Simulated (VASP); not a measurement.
# Te: single point with PBE

Te:

```
Te
1.0
    -2.98719    3.93882    1.53176
     2.98719   -3.93882    1.53176
     2.98719    3.93882   -1.53176
Te
2
Cartesian
  2.9872 -1.9694 0.7659
  0.0000 5.9082 0.7659
```

```yaml
Program: VASP 6.6.1
Task: single point
Functional: PBE
Potentials_or_basis: VASP PAW PBE potentials, release 64 (Te)
Cutoff: 520 eV
k_mesh: 10 × 10 × 10
Occupations: fermi-dirac, width 0.05 eV
Spin: no spin polarisation
```

```
Pressure               : 0.0 GPa
Band gap on the k mesh : zero (bands 6 and 7 overlap by 3.81 eV)
```

Levels at points of the mesh, in eV from the Fermi level:
| k point | band 4 | band 5 | band 6 | band 7 | band 8 | band 9 |
| --- | --- | --- | --- | --- | --- | --- |
| (0.00, 0.00, 0.00) | -2.02 | -1.65 | 2.96 | 3.17 | 3.38 | 3.90 |
| (0.50, 0.00, 0.00) | -3.86 | -3.50 | -1.15 | 0.98 | 3.20 | 4.11 |
| (0.00, 0.50, 0.00) | -4.66 | -0.49 | -0.49 | 0.11 | 0.11 | 6.17 |
| (0.50, 0.50, 0.00) | -2.39 | -1.82 | -1.82 | 3.64 | 3.64 | 7.12 |
| (0.50, 0.50, 0.50) | -4.40 | 0.41 | 2.65 | 3.68 | 4.93 | 7.31 |

Wall time 4 min on 1 thread of Oxide Virtual Turin-like Processor (shared host), peak memory 0.28 GiB.

Caveat: spin-orbit coupling is left out, which moves the levels of the heavy elements.
